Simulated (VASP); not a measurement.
# GaAs (P4/mmm) in VASP: further runs

The runs below take GaAs through single point, relaxation of cell and atoms, with PBE, PBE-based screened hybrid.

Everything below comes from runs of VASP 6.6.1. Logs are shortened: lines on timing, memory, paths and dates and some standing lists are left out, and cuts for length are marked.

## (1) The cell of the first run

It takes space group P4/mmm (No. 123, tetragonal). Conventional cell: a = 3.810 Å, b = 3.810 Å, c = 2.739 Å, α = 90.00°, β = 90.00°, γ = 90.00°. Within 3.6 Å of Ga (site symmetry 4/mmm) lie 4 As at 2.69 Å and 2 Ga at 2.74 Å. As (site symmetry 4/mmm) has 4 Ga at 2.69 Å and 2 As at 2.74 Å within 3.6 Å.

## (2) Single point, PBE

INCAR reads:

```
SYSTEM = GaAs
ALGO     = Normal         ! electronic algorithm
EDIFF    = 1E-7           ! SCF threshold, eV
ENCUT    = 520            ! plane-wave cutoff, eV
GGA      = PE             ! functional
ISIF     = 2              ! what is computed and relaxed
ISMEAR   = -1             ! smearing method
LASPH    = .True.         ! aspherical terms in the spheres
LCHARG   = .False.        ! write CHGCAR
LREAL    = .False.        ! projectors in reciprocal space
LWAVE    = .False.        ! write WAVECAR
NBANDS   = 16             ! bands
NELM     = 100            ! most SCF steps
PREC     = Accurate       ! precision mode
SIGMA    = 0.05           ! smearing width, eV
```

KPOINTS reads:

```
k-points
0
Gamma
  7 7 10
  0 0 0
```

POSCAR reads:

```
GaAs
1.0
    3.8101400000      0.0000000000      0.0000000000
    0.0000000000      3.8101400000      0.0000000000
    0.0000000000      0.0000000000      2.7389100000
Ga As
1 1
Direct
    0.5000000000      0.5000000000      0.5000000000
    0.0000000000      0.0000000000      0.5000000000
```

Potentials or basis: VASP PAW PBE potentials, release 64 (Ga_d, As).

Started as:

```console
$ cat potpaw_PBE.64/Ga_d/POTCAR potpaw_PBE.64/As/POTCAR > POTCAR
$ mpirun -np 1 vasp_std > vasp.out
```

OUTCAR:

```text
SYSTEM = GaAs
   EDIFF = 1E-7
   ENCUT = 520
   GGA = PE
   ISIF = 2
   ISMEAR = -1
   LASPH = .True.
   LREAL = .False.
   NELM = 100
   PREC = Accurate

 ion  position               nearest neighbor table
   1  0.500  0.500  0.500-   2 2.69   2 2.69   2 2.69   2 2.69
   2  0.000  0.000  0.500-   1 2.69   1 2.69   1 2.69   1 2.69

  LATTYP: Found a simple tetragonal cell.
 ALAT       =     3.8101400000
 C/A-ratio  =     0.7188476014

  Lattice vectors:

 A1 = (   3.8101400000,   0.0000000000,   0.0000000000)
 A2 = (   0.0000000000,   3.8101400000,   0.0000000000)
 A3 = (   0.0000000000,   0.0000000000,   2.7389100000)

Analysis of symmetry for initial positions (statically):
=====================================================================
 Subroutine PRICEL returns:
 Original cell was already a primitive cell.

 Routine SETGRP: Setting up the symmetry group for a
 simple tetragonal supercell.

 Subroutine GETGRP returns: Found 16 space group operations
 (whereof 16 operations were pure point group operations)
 out of a pool of 16 trial point group operations.

The static configuration has the point symmetry D_4h.

Analysis of symmetry for dynamics (positions and initial velocities):
=====================================================================
 Subroutine PRICEL returns:
 Original cell was already a primitive cell.

 Routine SETGRP: Setting up the symmetry group for a
 simple tetragonal supercell.

 Subroutine GETGRP returns: Found 16 space group operations
 (whereof 16 operations were pure point group operations)
 out of a pool of 16 trial point group operations.

The dynamic configuration has the point symmetry D_4h.

 Subroutine INISYM returns: Found 16 space group operations
 (whereof 16 operations are pure point group operations),
 and found     1 'primitive' translations

----------------------------------------------------------------------------------------

                                     Primitive cell

  volume of cell :      39.7612

  direct lattice vectors                    reciprocal lattice vectors
     3.810140000  0.000000000  0.000000000     0.262457547  0.000000000  0.000000000
     0.000000000  3.810140000  0.000000000     0.000000000  0.262457547  0.000000000
     0.000000000  0.000000000  2.738910000     0.000000000  0.000000000  0.365108748

  length of vectors
     3.810140000  3.810140000  2.738910000     0.262457547  0.262457547  0.365108748

  position of ions in fractional coordinates (direct lattice)
     0.500000000  0.500000000  0.500000000
     0.000000000  0.000000000  0.500000000

  ion indices of the primitive-cell ions
   primitive index   ion index
                 1           1
                 2           2

----------------------------------------------------------------------------------------

 KPOINTS: k-points

Automatic generation of k-mesh.
 Grid dimensions read from file:
 generate k-points for:    7    7   10

 Generating k-lattice:

  Cartesian coordinates                     Fractional coordinates (reciprocal lattice)
     0.037493935  0.000000000  0.000000000     0.142857143  0.000000000  0.000000000
     0.000000000  0.037493935  0.000000000     0.000000000  0.142857143  0.000000000
     0.000000000  0.000000000  0.036510875     0.000000000  0.000000000  0.100000000

  Length of vectors
     0.037493935  0.037493935  0.036510875

  Shift w.r.t. Gamma in fractional coordinates (k-lattice)
     0.000000000  0.000000000  0.000000000

 Subroutine IBZKPT returns following result:
 ===========================================

 Found     60 irreducible k-points:

 Following reciprocal coordinates:
            Coordinates               Weight
  0.000000  0.000000  0.000000      1.000000
  0.142857  0.000000  0.000000      4.000000
  0.285714  0.000000  0.000000      4.000000
  0.428571  0.000000  0.000000      4.000000
  0.142857  0.142857  0.000000      4.000000
  0.285714  0.142857  0.000000      8.000000
[... 16 lines left out ...]
  0.285714  0.000000  0.200000      8.000000
  0.428571  0.000000  0.200000      8.000000
 [... further k-points ...]
   k-points           NKPTS =     60   k-points in BZ     NKDIM =     60   number of bands    NBANDS=     16
   number of dos      NEDOS =    301   number of ions     NIONS =      2
   total plane-waves  NPLWV =  15680
   dimension x,y,z NGX =    28 NGY =   28 NGZ =   20
   dimension x,y,z NGXF=    56 NGYF=   56 NGZF=   40
   ions per type =               1   1
   NGX,Y,Z   is equivalent  to a cutoff of  12.22, 12.22, 12.14 a.u.
   NGXF,Y,Z  is equivalent  to a cutoff of  24.43, 24.43, 24.28 a.u.
 SYSTEM =  GaAs
   PREC   = accura    normal or accurate (medium, high low for compatibility)
   ISTART =      0    job   : 0-new  1-cont  2-samecut
   ICHARG =      2    charge: 1-file 2-atom 10-const
   ISPIN  =      1    spin polarized calculation?
   LNONCOLLINEAR =      F non collinear calculations
   LSORBIT =      F    spin-orbit coupling
   LASPH  =      T    aspherical Exc in radial PAW
   ENCUT  =  520.0 eV  38.22 Ry    6.18 a.u.   7.08  7.08  5.09*2*pi/ulx,y,z
   NELM   =    100;   NELMIN=  2; NELMDL= -5     # of ELM steps
   EDIFF  = 0.1E-06   stopping-criterion for ELM
   LREAL  =      F    real-space projection
   EDIFFG = 0.1E-05   stopping-criterion for IOM
   NSW    =      0    number of steps for IOM
   IBRION =     -1    ionic relax: 0-MD 1-quasi-New 2-CG
   NFREE  =      0    steps in history (QN), initial steepest desc. (CG)
   ISIF   =      2    stress and relaxation
   ISYM   =      2    0-nonsym 1-usesym 2-fastsym
   POTIM  = 0.5000    time-step for ionic-motion
   TEBEG  =    0.0;   TEEND  =   0.0 temperature during run
   PSTRESS=    0.0 pullay stress
   NELECT =      18.0000    total number of electrons
   NUPDOWN=      -1.0000    fix difference up-down
   EMIN   =  10.00;   EMAX   =-10.00  energy-range for DOS
   EFERMI =   0.00;   METHOD = LEGACY
   ISMEAR =    -1;   SIGMA  =   0.05  broadening in eV -4-tet -1-fermi 0-gaus
   EFERMI_NEDOS =   21; number of points for ismear=-14 and -15
   IALGO  =     38    algorithm
   IMIX   =      4    mixing-type and parameters
     AMIX     =   0.40;   BMIX     =  1.00
     AMIX_MAG =   1.60;   BMIX_MAG =  1.00
  volume/ion in A,a.u.               =      19.88       134.16
  Fermi-wavevector in a.u.,A,eV,Ry     =   1.257030  2.375443 21.498912  1.580125
  Thomas-Fermi vector in A             =   2.390709
   LORBIT       =      0    0 simple, 1 ext, 2 COOP (PROOUT), +10 PAW based schemes
   GGA     = PE    functional components
   LHFCALC =     F    Hartree Fock is set to
   AEXX    =    0.0000 exact exchange contribution
   IVDW    =     0    specifies the selected vdW correction
   LEPSILON=     F    determine dielectric tensor
   LRPA    =     F    only Hartree local field effects (RPA)
 non-spin polarized calculation
  energy-cutoff  :      520.00
  volume of cell :       39.76
 maximum number of plane-waves:      1084
   NGX = 15   NGY = 15   NGZ = 11

 number of electron      18.0000026 magnetization

 Free energy of the ion-electron system (eV)
  ---------------------------------------------------
  ext. energy  EPLUGINS =         0.00000000
  ---------------------------------------------------
  free energy    TOTEN  =        -7.50612543 eV

  energy without entropy =       -7.49976916  energy(sigma->0) =       -7.50294729

 E-fermi :   5.2637     XC(G=0): -10.5388

 val. band max:        5.2500404928   @ k =   0.1429   0.1429   0.1000
 cond. band min:       5.2767478822   @ k =   0.4286   0.1429   0.2000
 fundamental gap:      0.0267073893
 Fermi energy:         5.2637296002

 k-point     1 :       0.0000    0.0000    0.0000
  band No.  band energies     occupation
      1      -9.7789      2.00000
      2      -9.5282      2.00000
      3      -9.5242      2.00000
      4      -9.4043      2.00000
      5      -9.4043      2.00000
      6      -8.0913      2.00000
[... 8 lines left out ...]
     15      15.6165      0.00000
     16      17.9129      0.00000

 k-point     2 :       0.1429    0.0000    0.0000
  band No.  band energies     occupation
      1      -9.7704      2.00000
      2      -9.5312      2.00000
      3      -9.5233      2.00000
      4      -9.4055      2.00000
      5      -9.4042      2.00000
      6      -7.9433      2.00000
[... 8 lines left out ...]
     15      17.5114      0.00000
     16      17.8069      0.00000

 k-point     3 :       0.2857    0.0000    0.0000
  band No.  band energies     occupation
      1      -9.7541      2.00000
      2      -9.5467      2.00000
      3      -9.5124      2.00000
      4      -9.4082      2.00000
      5      -9.4040      2.00000
      6      -7.5366      2.00000
[... 8 lines left out ...]
     15      16.8778      0.00000
     16      20.7136      0.00000

 k-point     4 :       0.4286    0.0000    0.0000
  band No.  band energies     occupation
      1      -9.7432      2.00000
      2      -9.5590      2.00000
      3      -9.5037      2.00000
      4      -9.4104      2.00000
      5      -9.4038      2.00000
      6      -7.0804      2.00000
[... 8 lines left out ...]
     15      16.4932      0.00000
     16      19.1647      0.00000

 k-point     5 :       0.1429    0.1429    0.0000
  band No.  band energies     occupation
      1      -9.7639      2.00000
      2      -9.5440      2.00000
      3      -9.5181      2.00000
      4      -9.4055      2.00000
      5      -9.4052      2.00000
      6      -7.7885      2.00000
[... 8 lines left out ...]
     15      17.0838      0.00000
     16      17.5479      0.00000

 k-point     6 :       0.2857    0.1429    0.0000
  band No.  band energies     occupation
      1      -9.7507      2.00000
      2      -9.5710      2.00000
      3      -9.5065      2.00000
      4      -9.4080      2.00000
      5      -9.4051      2.00000
      6      -7.3717      2.00000
[... 8 lines left out ...]
     15      16.8896      0.00000
     16      18.9073      0.00000
[... 267 lines left out ...]
 k-point    21 :       0.0000    0.0000    0.2000
  band No.  band energies     occupation
      1      -9.6544      2.00000
      2      -9.5177      2.00000
      3      -9.5161      2.00000
      4      -9.4638      2.00000
      5      -9.4638      2.00000
      6      -7.3500      2.00000
[... 8 lines left out ...]
     15      16.2656      0.00000
     16      17.6643      0.00000

 k-point    22 :       0.1429    0.0000    0.2000
  band No.  band energies     occupation
      1      -9.6446      2.00000
      2      -9.5225      2.00000
      3      -9.5131      2.00000
      4      -9.4669      2.00000
      5      -9.4635      2.00000
      6      -7.2036      2.00000
[... 8 lines left out ...]
     15      17.5765      0.00000
     16      17.6346      0.00000

 k-point    23 :       0.2857    0.0000    0.2000
  band No.  band energies     occupation
      1      -9.6247      2.00000
      2      -9.5368      2.00000
      3      -9.5022      2.00000
      4      -9.4740      2.00000
      5      -9.4630      2.00000
      6      -6.8036      2.00000
[... 8 lines left out ...]
     15      18.1658      0.00000
     16      18.1996      0.00000

 k-point    24 :       0.4286    0.0000    0.2000
  band No.  band energies     occupation
      1      -9.6108      2.00000
      2      -9.5481      2.00000
      3      -9.4924      2.00000
      4      -9.4800      2.00000
      5      -9.4626      2.00000
      6      -6.3577      2.00000
[... 8 lines left out ...]
     15      18.8430      0.00000
     16      19.0232      0.00000

 [... further k-points ...]
[... 5 lines left out ...]
  --------------------------------------------------------------------------------------
  -------------------------------------------------------------------------------------
  Total        0.4427896      0.4427896     -0.6956761      0.0000000     -0.0000000      0.0000000
  in kB       17.8421969     17.8421969    -28.0322563      0.0000000     -0.0000000      0.0000000
  external PRESSURE =       2.5507125 kB  Pullay stress =       0.0000000 kB

 VOLUME and BASIS-vectors are now :
 -----------------------------------------------------------------------------
  energy-cutoff  :      520.00
  volume of cell :       39.76
      direct lattice vectors                 reciprocal lattice vectors
     3.810140000  0.000000000  0.000000000     0.262457547  0.000000000  0.000000000
     0.000000000  3.810140000  0.000000000     0.000000000  0.262457547  0.000000000
     0.000000000  0.000000000  2.738910000     0.000000000  0.000000000  0.365108748

 POSITION                                       TOTAL-FORCE (eV/Angst)
 -----------------------------------------------------------------------------------
      1.90507      1.90507      1.36946         0.000000      0.000000      0.000000
      0.00000      0.00000      1.36946         0.000000      0.000000      0.000000
 -----------------------------------------------------------------------------------
    total drift:                                0.000000      0.000000      0.000000

  FREE ENERGIE OF THE ION-ELECTRON SYSTEM (eV)
  ---------------------------------------------------
  free  energy   TOTEN  =        -7.5061254254 eV

  energy  without entropy=       -7.4997691618  energy(sigma->0) =       -7.50294729
```

Wall time 30 s (1 thread of AMD EPYC 7R43 (Zen 3), shared host); peak memory 0.13 GiB.

What came out:

- Free energy: -7.5061 eV
- Pressure: 0.3 GPa
- Band gap on the k mesh: zero (band 9 reaches 6.36 eV, above the bottom of band 10 at 3.19 eV)

Levels at points of the mesh, in eV from the Fermi level:
| k point | band 6 | band 7 | band 8 | band 9 | band 10 | band 11 | band 12 | band 13 |
| --- | --- | --- | --- | --- | --- | --- | --- | --- |
| (0.00, 0.00, 0.00) | -13.36 | -4.32 | -2.67 | -2.67 | 3.53 | 5.14 | 7.20 | 7.20 |
| (0.00, 0.00, 0.50) | -10.04 | -5.83 | -0.14 | -0.14 | 0.23 | 0.90 | 7.06 | 7.06 |

(Continued in part 2 of 3.)
